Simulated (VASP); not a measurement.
# As (Pa-3) in VASP: relaxation of cell and atoms with PBE

Aim: the relaxation of cell and atoms of As with PBE.

Program: VASP 6.6.1. These are calculated values, not measurements. Logs are shortened: lines on timing, memory, paths and dates and some standing lists are left out, and cuts for length are marked.

### Step 1. The cell of the first run

It takes space group Pa-3 (No. 205, cubic). Conventional cell: a = 6.464 Å, b = 6.464 Å, c = 6.464 Å, α = 90.00°, β = 90.00°, γ = 90.00°. As (site symmetry -3) has 6 As at 2.72 Å within 3.6 Å. As (site symmetry 3) has 4 As at 2.41 to 2.72 Å within 3.2 Å.

The cell was built from a structure type or drawn by symmetry, and may not be a known phase.

### Step 2. Relaxation of cell and atoms, PBE

Contents of INCAR:

```
SYSTEM = As
PREC = Accurate
ENCUT = 600
EDIFF = 1E-7
ISMEAR = 0
SIGMA = 0.1
LREAL = .False.
LASPH = .True.
NELM = 60
ALGO = Normal
ISIF = 3
LWAVE = .False.
LCHARG = .False.
GGA = PE
IBRION = 2
NSW = 100
EDIFFG = -0.01
LUSENCCL = .False.
```

Contents of KPOINTS:

```
Automatic mesh
0
Gamma
  6 6 6
  0 0 0
```

Contents of POSCAR:

```
As
1.0
    6.4640645308      0.0000000000      0.0000000000
    0.0000000000      6.4640645308      0.0000000000
    0.0000000000      0.0000000000      6.4640645308
As
12
Direct
    0.0000000000      0.0000000000      0.0000000000
    0.5000000000      0.0000000000      0.5000000000
    0.5000000000      0.5000000000      0.0000000000
    0.0000000000      0.5000000000      0.5000000000
    0.6075860878      0.8924139122      0.1075860878
    0.8924139122      0.1075860878      0.6075860878
    0.1075860878      0.6075860878      0.8924139122
    0.3924139122      0.3924139122      0.3924139122
    0.6075860878      0.6075860878      0.6075860878
    0.8924139122      0.3924139122      0.1075860878
    0.1075860878      0.8924139122      0.3924139122
    0.3924139122      0.1075860878      0.8924139122
```

Potentials or basis: VASP PAW PBE potentials, release 64 (As).

Launch:

```sh
> cat potpaw_PBE.64/As/POTCAR > POTCAR
> mpirun -np 1 vasp_std > vasp.out
```

OUTCAR:

```text
SYSTEM = As
   PREC = Accurate
   ENCUT = 600
   EDIFF = 1E-7
   ISMEAR = 0
   LREAL = .False.
   LASPH = .True.
   NELM = 60
   ISIF = 3
   GGA = PE
   IBRION = 2
   NSW = 100
   EDIFFG = -0.01

 ion  position               nearest neighbor table
   1  0.000  0.000  0.000-   5 2.72   6 2.72   7 2.72  10 2.72  11 2.72  12 2.72
   2  0.500  0.000  0.500-   5 2.72   6 2.72   8 2.72   9 2.72  11 2.72  12 2.72
   3  0.500  0.500  0.000-   5 2.72   7 2.72   8 2.72   9 2.72  10 2.72  12 2.72
   4  0.000  0.500  0.500-   6 2.72   7 2.72   8 2.72   9 2.72  10 2.72  11 2.72
   5  0.608  0.892  0.108-  12 2.41   2 2.72   3 2.72   1 2.72
   6  0.892  0.108  0.608-  11 2.41   2 2.72   4 2.72   1 2.72
   7  0.108  0.608  0.892-  10 2.41   3 2.72   4 2.72   1 2.72
   8  0.392  0.392  0.392-   9 2.41   3 2.72   4 2.72   2 2.72
   9  0.608  0.608  0.608-   8 2.41   3 2.72   4 2.72   2 2.72
  10  0.892  0.392  0.108-   7 2.41   3 2.72   4 2.72   1 2.72
  11  0.108  0.892  0.392-   6 2.41   2 2.72   4 2.72   1 2.72
  12  0.392  0.108  0.892-   5 2.41   2 2.72   3 2.72   1 2.72

  LATTYP: Found a simple cubic cell.
 ALAT       =     6.4640645308

  Lattice vectors:

 A1 = (   6.4640645308,   0.0000000000,   0.0000000000)
 A2 = (   0.0000000000,   6.4640645308,   0.0000000000)
 A3 = (   0.0000000000,   0.0000000000,   6.4640645308)

Analysis of symmetry for initial positions (statically):
=====================================================================
 Subroutine PRICEL returns:
 Original cell was already a primitive cell.

 Routine SETGRP: Setting up the symmetry group for a
 simple cubic supercell.

 Subroutine GETGRP returns: Found 24 space group operations
 (whereof  6 operations were pure point group operations)
 out of a pool of 48 trial point group operations.

The static configuration has the point symmetry S_6 .
 The point group associated with its full space group is T_h .

Analysis of symmetry for dynamics (positions and initial velocities):
=====================================================================
 Subroutine PRICEL returns:
 Original cell was already a primitive cell.

 Routine SETGRP: Setting up the symmetry group for a
 simple cubic supercell.

 Subroutine GETGRP returns: Found 24 space group operations
 (whereof  6 operations were pure point group operations)
 out of a pool of 48 trial point group operations.

The dynamic configuration has the point symmetry S_6 .
 The point group associated with its full space group is T_h .

 Subroutine INISYM returns: Found 24 space group operations
 (whereof  6 operations are pure point group operations),
[... 105 lines left out ...]
 SYSTEM =  As
   PREC   = accura    normal or accurate (medium, high low for compatibility)
   ISTART =      0    job   : 0-new  1-cont  2-samecut
   ICHARG =      2    charge: 1-file 2-atom 10-const
   ISPIN  =      1    spin polarized calculation?
   LNONCOLLINEAR =      F non collinear calculations
   LSORBIT =      F    spin-orbit coupling
   LASPH  =      T    aspherical Exc in radial PAW
   ENCUT  =  600.0 eV  44.10 Ry    6.64 a.u.  12.91 12.91 12.91*2*pi/ulx,y,z
   NELM   =     60;   NELMIN=  2; NELMDL= -5     # of ELM steps
   EDIFF  = 0.1E-06   stopping-criterion for ELM
   LREAL  =      F    real-space projection
   EDIFFG = -.1E-01   stopping-criterion for IOM
   NSW    =    100    number of steps for IOM
   IBRION =      2    ionic relax: 0-MD 1-quasi-New 2-CG
   NFREE  =      1    steps in history (QN), initial steepest desc. (CG)
   ISIF   =      3    stress and relaxation
   ISYM   =      2    0-nonsym 1-usesym 2-fastsym
   POTIM  = 0.5000    time-step for ionic-motion
   TEBEG  =    0.0;   TEEND  =   0.0 temperature during run
   PSTRESS=    0.0 pullay stress
   NELECT =      60.0000    total number of electrons
   NUPDOWN=      -1.0000    fix difference up-down
   EMIN   =  10.00;   EMAX   =-10.00  energy-range for DOS
   EFERMI =   0.00;   METHOD = LEGACY
   ISMEAR =     0;   SIGMA  =   0.10  broadening in eV -4-tet -1-fermi 0-gaus
   EFERMI_NEDOS =   21; number of points for ismear=-14 and -15
   IALGO  =     38    algorithm
   IMIX   =      4    mixing-type and parameters
     AMIX     =   0.40;   BMIX     =  1.00
     AMIX_MAG =   1.60;   BMIX_MAG =  1.00
  volume/ion in A,a.u.               =      22.51       151.89
  Fermi-wavevector in a.u.,A,eV,Ry     =   0.991485  1.873635 13.375110  0.983043
  Thomas-Fermi vector in A             =   2.123230
   LORBIT       =      0    0 simple, 1 ext, 2 COOP (PROOUT), +10 PAW based schemes
   GGA     = PE    functional components
   LHFCALC =     F    Hartree Fock is set to
   AEXX    =    0.0000 exact exchange contribution
   IVDW    =     0    specifies the selected vdW correction
   LEPSILON=     F    determine dielectric tensor
   LRPA    =     F    only Hartree local field effects (RPA)
 conjugate gradient relaxation of ions
 non-spin polarized calculation
 Gauss-broadening in eV      SIGMA  =   0.10
  energy-cutoff  :      600.00
  volume of cell :      270.10
 maximum number of plane-waves:      9076
 NGX is ok and might be reduce to    54
   NGX = 25   NGY = 25   NGZ = 25

--------------------------------------- Ionic step        1  -------------------------------------------

 number of electron      59.9999996 magnetization

 Free energy of the ion-electron system (eV)
  ---------------------------------------------------
  ext. energy  EPLUGINS =         0.00000000
  ---------------------------------------------------
  free energy    TOTEN  =       -54.18464691 eV

  energy without entropy =      -54.15105598  energy(sigma->0) =      -54.16785145

------------------------ aborting loop because EDIFF is reached ----------------------------------------

  FORCE on cell =-STRESS in cart. coord.  units (eV):
  Direction    XX          YY          ZZ          XY          YZ          ZX
  --------------------------------------------------------------------------------------
  -------------------------------------------------------------------------------------
  Total        0.3462844      0.3462844      0.3462844      0.0000000      0.0000000     -0.0000000
  in kB        2.0541233      2.0541233      2.0541233      0.0000000      0.0000000     -0.0000000
  external PRESSURE =       2.0541233 kB  Pullay stress =       0.0000000 kB
[... 171 lines left out ...]
--------------------------------------- Ionic step        5  -------------------------------------------

 number of electron      59.9999998 magnetization

 Free energy of the ion-electron system (eV)
  ---------------------------------------------------
  ext. energy  EPLUGINS =         0.00000000
  ---------------------------------------------------
  free energy    TOTEN  =       -54.18581788 eV

  energy without entropy =      -54.15210245  energy(sigma->0) =      -54.16896016

 E-fermi :   4.6280     XC(G=0):  -9.7691

 val. band max:        4.6055371917   @ k =  -0.1667   0.3333   0.0000
 cond. band min:       4.6297779067   @ k =   0.3333   0.0000   0.0000
 fundamental gap:      0.0242407150
 Fermi energy:         4.6280473595

 k-point     1 :       0.0000    0.0000    0.0000
  band No.  band energies     occupation
      1      -9.6555      2.00000
      2      -7.6886      2.00000
      3      -7.6886      2.00000
      4      -7.6886      2.00000
      5      -5.6800      2.00000
      6      -5.6800      2.00000
[... 988 lines left out ...]
  FREE ENERGIE OF THE ION-ELECTRON SYSTEM (eV)
  ---------------------------------------------------
  free  energy   TOTEN  =       -54.1858178818 eV

  energy  without entropy=      -54.1521024467  energy(sigma->0) =      -54.16896016

 reached required accuracy - stopping structural energy minimisation
```

OSZICAR:

```text
N       E                     dE             d eps       ncg     rms          rms(c)
DAV:   1     0.284903544135E+03    0.28490E+03   -0.26188E+04  1776   0.154E+03
DAV:   2    -0.249548307857E+02   -0.30986E+03   -0.30162E+03  2137   0.208E+02
DAV:   3    -0.535239471965E+02   -0.28569E+02   -0.27876E+02  2242   0.607E+01
[... 41 lines left out ...]
DAV:   3    -0.541858195286E+02    0.16003E-04   -0.25640E-05  1952   0.188E-02    0.621E-03
DAV:   4    -0.541858183342E+02    0.11944E-05   -0.57698E-06  2101   0.850E-03    0.344E-03
DAV:   5    -0.541858181099E+02    0.22431E-06   -0.26354E-07  1535   0.206E-03    0.142E-03
DAV:   6    -0.541858179726E+02    0.13731E-06   -0.43170E-08  1123   0.903E-04    0.480E-04
DAV:   7    -0.541858178818E+02    0.90792E-07   -0.73756E-09  1053   0.382E-04
   5 F= -.54185818E+02 E0= -.54168960E+02  d E =-.106992E-03
```

Run time: 99 s. Hardware: 1 × NVIDIA H100 80GB with 1 thread of AMD EPYC 7R13 (Zen 3), shared host; peak memory 1.5 GiB.

What came out:

* Free energy: -54.1858 eV
* Relaxed volume: 22.56 Å³/atom
* Relaxed cell: a = 6.469 Å, b = 6.469 Å, c = 6.469 Å, α = 90.00°, β = 90.00°, γ = 90.00°
* Space group after relaxing (to 0.1 Å): Pa-3 (No. 205)
* Energy gained by relaxing: 0.1 meV/atom
* Ionic steps: 5
* Pressure after relaxing: 0.0 GPa
* Largest force after relaxing: 0.005 eV/Å
* Band gap on the k mesh: zero (bands 30 and 31 overlap by 2.25 eV)

Forces on the atoms (eV/Å):
```
As   0.000  0.000  0.000
As   0.000  0.000  0.000
As   0.000  0.000  0.000
As   0.000  0.000  0.000
As   0.003 -0.003  0.003
As  -0.003  0.003  0.003
As   0.003  0.003 -0.003
As  -0.003 -0.003 -0.003
As   0.003  0.003  0.003
As  -0.003 -0.003  0.003
As   0.003 -0.003 -0.003
As  -0.003  0.003 -0.003
```

The path:
```csv
step,energy change (eV),largest force (eV/Å),pressure (GPa),volume (Å³)
1,0.0000,0.0636,0.21,270.10
2,-0.0009,0.0045,-0.14,271.22
3,-0.0011,0.0145,-0.05,270.90
4,-0.0011,0.0136,-0.05,270.92
5,-0.0012,0.0050,-0.02,270.72
```

Final structure:
```xyz
12
Lattice="6.4691 0.0000 0.0000 0.0000 6.4691 0.0000 0.0000 0.0000 6.4691" Properties=species:S:1:pos:R:3 pbc="T T T"
As    0.0000    0.0000    0.0000
As    3.2345    0.0000    3.2345
As    3.2345    3.2345    0.0000
As    6.4691    3.2345    3.2345
As    3.9323    5.7713    0.6977
As    5.7713    0.6977    3.9323
As    0.6977    3.9323    5.7713
As    2.5368    2.5368    2.5368
As    3.9323    3.9323    3.9323
As    5.7713    2.5368    0.6977
As    0.6977    5.7713    2.5368
As    2.5368    0.6977    5.7713
```

Levels at points of the mesh, in eV from the Fermi level:
```
           k point  band 28  band 29  band 30  band 31  band 32  band 33
(0.00, 0.00, 0.00)     0.50     0.50     0.83     0.83     0.83     1.03
(0.50, 0.00, 0.00)    -0.90     0.49     0.49     0.92     0.92     1.75
(0.50, 0.50, 0.00)    -1.35    -0.43    -0.43    -0.43    -0.43     2.34
(0.50, 0.50, 0.50)    -1.64    -1.42    -1.42    -1.42    -1.42     1.77
```
